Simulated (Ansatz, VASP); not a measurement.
## Two plane-wave programs on PbSe

```
Pb Se
1.0
     0.00000    3.08092    3.08092
     3.08092    0.00000    3.08092
     3.08092    3.08092    0.00000
Pb Se
1 1
Direct
  0.00000 0.00000 0.00000
  0.50000 0.50000 0.50000
```

Alike in both runs: task single point; functional PBE; k mesh 8 × 8 × 8; occupations fermi-dirac, width 0.05 eV; non-collinear spin, spin-orbit coupling.

|  | VASP | Ansatz |
| --- | --- | --- |
| version | VASP 6.6.1 | Ansatz 0.2.0 |
| potentials or method | VASP PAW PBE potentials, release 64 (Pb_d, Se) | Ansatz PAW |
| plane-wave cutoff (eV) | 520 | 420 |
| valence electrons in the cell | 20 | 30 |

```csv
,VASP,Ansatz,Ansatz less VASP
pressure (GPa),1.1,1.0,-0.11
```

VASP's potentials hold 20 valence electrons a cell and Ansatz's 30, so a difference there can come from the potentials and not from the codes.
